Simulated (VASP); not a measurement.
Nb3Sn: relaxation of cell and atoms with PBE

Crystal: Nb3Sn.

```
CELL_PARAMETERS angstrom
5.28210 0.00000 0.00000
0.00000 5.28210 0.00000
0.00000 0.00000 5.28210
ATOMIC_POSITIONS crystal
Nb 0.25000 0.00000 0.50000
Nb 0.50000 0.75000 0.00000
Nb 0.75000 0.00000 0.50000
Nb 0.50000 0.25000 0.00000
Nb 0.00000 0.50000 0.75000
Nb 0.00000 0.50000 0.25000
Sn 0.00000 0.00000 0.00000
Sn 0.50000 0.50000 0.50000
```

| Property | Result |
| --- | --- |
| Program | VASP 6.6.1 |
| Task | relaxation of cell and atoms |
| Functional | PBE |
| Potentials or basis | VASP PAW PBE potentials, release 64 (Nb_sv, Sn_d) |
| Cutoff | 500 eV |
| k mesh | 8 × 8 × 8 |
| Occupations | gaussian, width 0.1 eV |
| Spin | no spin polarisation |
| Dipole correction | no |
| Further INCAR settings | ALGO = Normal; EDIFF = 1e-07; IBRION = 2; EDIFFG = -0.01; NSW = 100; ISIF = 3 |

- Relaxed volume: 18.79 Å³/atom
- Relaxed cell: a = 5.317 Å, b = 5.317 Å, c = 5.317 Å, α = 90.00°, β = 90.00°, γ = 90.00°
- Space group after relaxing (to 0.05 Å): Pm-3n (No. 223)
- Energy gained by relaxing: 3.6 meV/atom
- Ionic steps: 3
- Pressure after relaxing: 0.0 GPa
- Band gap on the k mesh: zero (band 53 reaches 11.36 eV, above the bottom of band 54 at 10.79 eV)

Step by step:
| step | energy change (eV) | largest force (eV/Å) | pressure (GPa) | volume (Å³) |
| --- | --- | --- | --- | --- |
| 1 | 0.0000 | 0.0000 | 3.29 | 147.37 |
| 2 | 0.0623 | 0.0000 | -5.32 | 155.60 |
| 3 | -0.0291 | 0.0000 | -0.03 | 150.28 |

Final structure:
```xyz
8
Lattice="5.3166 0.0000 0.0000 0.0000 5.3166 0.0000 0.0000 0.0000 5.3166" Properties=species:S:1:pos:R:3 pbc="T T T"
Nb    1.3292    0.0000    2.6583
Nb    2.6583    3.9875    0.0000
Nb    3.9875    0.0000    2.6583
Nb    2.6583    1.3292    0.0000
Nb    0.0000    2.6583    3.9875
Nb    0.0000    2.6583    1.3292
Sn    0.0000    0.0000    0.0000
Sn    2.6583    2.6583    2.6583
```

Levels at points of the mesh, in eV from the Fermi level:
```
           k point  band 49  band 50  band 51  band 52  band 53  band 54  band 55  band 56  band 57  band 58
(0.00, 0.00, 0.00)    -1.33    -0.53    -0.53    -0.53    -0.06    -0.06     2.34     2.34     2.34     2.36
(0.50, 0.00, 0.00)    -0.98    -0.98    -0.81    -0.81    -0.38    -0.38     1.48     1.48     2.15     2.15
(0.50, 0.50, 0.00)     0.09     0.09     0.17     0.19     0.19     0.58     0.61     0.61     0.75     0.91
(0.50, 0.50, 0.50)     0.05     0.05     0.05     0.05     0.11     0.11     0.11     0.11     0.11     0.11
```

Wall time 6.7 min on 1 thread of Intel(R) Xeon(R) 6975P-C (Granite Rapids), on a shared host, peak memory 0.39 GiB.

Caveat: spin-orbit coupling is left out, which moves the levels of the heavy elements. Zero-point motion and thermal expansion aren't in these numbers.
